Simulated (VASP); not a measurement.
# Hf in VASP: settings compared, part 2 of 2

VASP 6.6.1. The steps go on from the part before.

### 3 Single point, r2SCAN+D4 (20.70 Å³/atom)

This run uses another cell than the first one, of 20.70 Å³/atom.

Contents of POSCAR:

```
Hf
1.0
   -1.7297025684      1.7297025684      1.7297025684
    1.7297025684     -1.7297025684      1.7297025684
    1.7297025684      1.7297025684     -1.7297025684
Hf
1
Direct
    0.0000000000      0.0000000000      0.0000000000
```

Contents of INCAR.step1:

```
ALGO = Normal
EDIFF = 1E-4
ENCUT = 520
GGA = PE
ISMEAR = 1
LASPH = T
LCHARG = F
LREAL = F
LWAVE = T
NBANDS = 11
NELM = 60
PREC = Accurate
SIGMA = 0.05
```

Contents of INCAR.step2:

```
ALGO = Normal
EDIFF = 1E-7
ENCUT = 520
ISIF = 2
ISMEAR = 1
ISTART = 1
IVDW = 13
LASPH = T
LCHARG = F
LMIXTAU = T
LREAL = F
LWAVE = F
METAGGA = R2SCAN
NBANDS = 11
NELM = 60
PREC = Accurate
SIGMA = 0.05
VDW_A1 = 0.51559235
VDW_A2 = 5.77342911
VDW_S6 = 1.0
VDW_S8 = 0.6018749
```

Contents of KPOINTS:

```
k-points
0
Gamma
  10 10 10
```

Potentials or basis: VASP PAW PBE potentials, release 64 (Hf_pv).

The run is started by

```console
$ cat potpaw_PBE.64/Hf_pv/POTCAR > POTCAR
$ cp INCAR.step1 INCAR
$ mpirun -np 1 vasp_std > vasp.out
$ cp INCAR.step2 INCAR
$ mpirun -np 1 vasp_std > vasp.out
```

OUTCAR:

```text
EDIFF = 1E-7
   ENCUT = 520
   ISIF = 2
   ISMEAR = 1
   ISTART = 1
   IVDW = 13
   LASPH = T
   LREAL = F
   METAGGA = R2SCAN
   NELM = 60
   PREC = Accurate

 ion  position               nearest neighbor table
   1  0.000  0.000  0.000-

  LATTYP: Found a body centered cubic cell.
 ALAT       =     3.4594051368

  Lattice vectors:

 A1 = (  -1.7297025684,   1.7297025684,   1.7297025684)
 A2 = (   1.7297025684,  -1.7297025684,   1.7297025684)
 A3 = (   1.7297025684,   1.7297025684,  -1.7297025684)

[... 517 lines left out ...]

------------------------ aborting loop because EDIFF is reached ----------------------------------------

  DFT-D4 for vdW energy calculation

  Edisp (eV):   -0.06834

  FORCE on cell =-STRESS in cart. coord.  units (eV):
  Direction    XX          YY          ZZ          XY          YZ          ZX
  --------------------------------------------------------------------------------------
  -------------------------------------------------------------------------------------
  Total       0.95334     0.95334     0.95334     0.00000     0.00000    -0.00000
  in kB      73.78740    73.78740    73.78740     0.00000     0.00000    -0.00000
  external pressure =       73.79 kB  Pullay stress =        0.00 kB

 VOLUME and BASIS-vectors are now :
 -----------------------------------------------------------------------------
  energy-cutoff  :      520.00
  volume of cell :       20.70
      direct lattice vectors                 reciprocal lattice vectors
    -1.729702568  1.729702568  1.729702568     0.000000000  0.289067039  0.289067039
     1.729702568 -1.729702568  1.729702568     0.289067039  0.000000000  0.289067039
     1.729702568  1.729702568 -1.729702568     0.289067039  0.289067039  0.000000000

 POSITION                                       TOTAL-FORCE (eV/Angst)
 -----------------------------------------------------------------------------------
      0.00000      0.00000      0.00000         0.000000     -0.000000     -0.000000
 -----------------------------------------------------------------------------------
    total drift:                                0.000000      0.000000      0.000000

  FREE ENERGIE OF THE ION-ELECTRON SYSTEM (eV)
  ---------------------------------------------------
  free  energy   TOTEN  =       -44.9808136175 eV

  energy  without entropy=      -44.9798441713  energy(sigma->0) =      -44.98049047
```

Run time: 32 s. Hardware: 1 thread of Intel Xeon Platinum 8259CL at 2.50GHz (Skylake/Cascade Lake), shared host; peak memory 0.15 GiB.

Results:

| Property | Result |
| --- | --- |
| Free energy | -44.9808 eV |
| Pressure | 7.4 GPa |
| Band gap on the k mesh | zero (bands 5 and 6 overlap by 2.68 eV) |
| Dispersion energy per atom | -0.068 eV |

Caveat: the cell stands under pressure; the PAW data sets were made with another functional, which shifts forces and pressure a little; spin-orbit coupling is left out, which moves the levels of the heavy elements.

### 4 Single point, LDA (the cell strained at random)

Contents of INCAR:

```
SYSTEM = Hf
PREC     = Accurate       ! precision mode
ENCUT    = 520            ! plane-wave cutoff, eV
EDIFF    = 1E-6           ! SCF threshold, eV
ISMEAR   = -5             ! smearing method
SIGMA    = 0.05           ! smearing width, eV
LREAL    = .False.        ! projectors in reciprocal space
LASPH    = .True.         ! aspherical terms in the spheres
NELM     = 60             ! most SCF steps
ALGO     = Normal         ! electronic algorithm
ISIF     = 2              ! what is computed and relaxed
LWAVE    = .False.        ! write WAVECAR
LCHARG   = .False.        ! write CHGCAR
GGA      = CA             ! functional
NBANDS   = 11             ! bands
```

Contents of KPOINTS:

```
regular mesh
0
Gamma
  8 8 8
  0 0 0
```

Contents of POSCAR:

```
Hf
1.0
   -1.8053950000      1.8401660000      1.8046740000
    1.8375320000     -1.7752520000      1.7718980000
    1.8038150000      1.7736720000     -1.7397600000
Hf
1
Direct
    0.0149730000      0.0292760000      0.0107110000
```

Potentials or basis: VASP PAW LDA potentials, release 64 (Hf_pv).

The run is started by

```console
$ cat potpaw_LDA.64/Hf_pv/POTCAR > POTCAR
$ mpirun -np 1 vasp_std > vasp.out
```

Run time: 30 s. Hardware: 1 thread of Intel Xeon Platinum 8259CL at 2.50GHz (Skylake/Cascade Lake), shared host; peak memory 0.18 GiB.

Results (log left out):

| Quantity | Value |
| --- | --- |
| Free energy | -10.4155 eV |
| Pressure | -12.8 GPa |
| Band gap on the k mesh | zero (bands 5 and 6 overlap by 1.98 eV) |

Stress tensor (GPa, compression positive):
```
-12.40   0.02  -0.76
  0.02 -12.71  -1.33
 -0.76  -1.33 -13.23
```

Levels at points of the mesh, in eV from the Fermi level:
| k point | band 2 | band 3 | band 4 | band 5 | band 6 | band 7 | band 8 | band 9 |
| --- | --- | --- | --- | --- | --- | --- | --- | --- |
| (0.00, 0.00, 0.00) | -29.89 | -29.86 | -6.83 | 1.06 | 1.42 | 1.61 | 3.93 | 4.18 |
| (0.50, 0.00, 0.00) | -30.09 | -29.88 | -3.30 | -0.66 | 0.85 | 4.14 | 5.05 | 6.90 |
| (0.00, 0.50, 0.00) | -30.10 | -29.88 | -3.27 | -0.55 | 0.92 | 3.92 | 4.90 | 6.94 |
| (0.50, 0.50, 0.00) | -30.12 | -29.88 | -3.26 | -0.41 | 0.96 | 3.72 | 4.71 | 7.02 |
| (0.00, 0.00, 0.50) | -30.11 | -29.89 | -3.25 | -0.39 | 0.97 | 3.68 | 4.68 | 6.97 |
| (0.50, 0.00, 0.50) | -30.14 | -29.90 | -3.20 | -0.48 | 1.13 | 3.72 | 4.67 | 7.12 |
| (0.00, 0.50, 0.50) | -30.16 | -29.91 | -3.16 | -0.52 | 1.29 | 3.74 | 4.59 | 7.26 |
| (0.50, 0.50, 0.50) | -30.40 | -30.33 | -2.41 | -2.36 | 5.97 | 6.26 | 6.65 | 6.71 |

Caveat: the cell differs from its parent crystal (the cell strained at random); the cell stands under tension; spin-orbit coupling is left out, which moves the levels of the heavy elements; tetrahedron occupations give inexact forces and stress in metals.

### 5 The runs side by side

```tsv
level	potentials or basis	cell	k mesh	smearing	grid for exact exchange (PRECFOCK)	share of exact exchange	screening parameter	gap on the mesh (eV)	pressure (GPa)
HSE06	VASP PAW PBE potentials, release 64 (Hf_pv)	a = 3.188 Å, angles 109.5°, 1 atom	6 × 6 × 6	fermi-dirac 0.05 eV	Normal	0.25	0.2079 1/Å	none	-9.3
r2SCAN+D4	VASP PAW PBE potentials, release 64 (Hf_pv)	a = 2.996 Å, angles 109.5°, 1 atom	10 × 10 × 10	methfessel-paxton 0.05 eV	-	-	-	none	7.4
LDA	VASP PAW LDA potentials, release 64 (Hf_pv)	a = 3.147, b = 3.109, c = 3.070 Å, angles 107.8, 108.9, 110.2°, 1 atom	8 × 8 × 8	tetrahedron	-	-	-	none	-12.8
```

Alike in all rows: task single point; no spin polarisation; cutoff (eV) 520.

Caveats: some runs use coarse meshes; spin-orbit coupling is left out, which moves the levels of the heavy elements; the PAW data sets were made with another functional, which shifts forces and pressure a little (at least some runs); the cell stands under pressure (at least some runs); the cell stands under tension (at least some runs); tetrahedron occupations give inexact forces and stress in metals (at least some runs).

Absolute energies hang on the potentials; compare differences alone.
